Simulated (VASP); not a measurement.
Here is a VASP 6.6.1 calculation.

The input INCAR:

```
SYSTEM = ZnAu
  PREC = Accurate
  ENCUT = 520
  EDIFF = 1E-6
  ISMEAR = 0
  SIGMA = 0.1
  LREAL = .FALSE.
  LASPH = .TRUE.
  NELM = 80
  ALGO = Normal
  ISIF = 2
  LWAVE = .FALSE.
  LCHARG = .TRUE.
  GGA = PE
  LELF = .TRUE.
  LVHAR = .TRUE.
  NBANDS = 18
```

KPOINTS

```
Automatic mesh
0
G
  14 14 14
  0 0 0
```

POSCAR

```
ZnAu
1.0
    3.1032881700      0.0000000000      0.0000000000
    0.0000000000      3.1032881700      0.0000000000
    0.0000000000      0.0000000000      3.1032881700
Zn Au
1 1
Direct
    0.5000000000      0.5000000000      0.5000000000
    0.0000000000      0.0000000000      0.0000000000
```

Potentials or basis: VASP PAW PBE potentials, release 64 (Zn, Au).

Command:

```sh
$ cat potpaw_PBE.64/Zn/POTCAR potpaw_PBE.64/Au/POTCAR > POTCAR
$ mpirun -np 1 vasp_std > vasp.out
```

(1) What does it give for the pressure?

Results:

(1) 11.7 GPa.

Caveat: the cell differs from its parent crystal (strained).
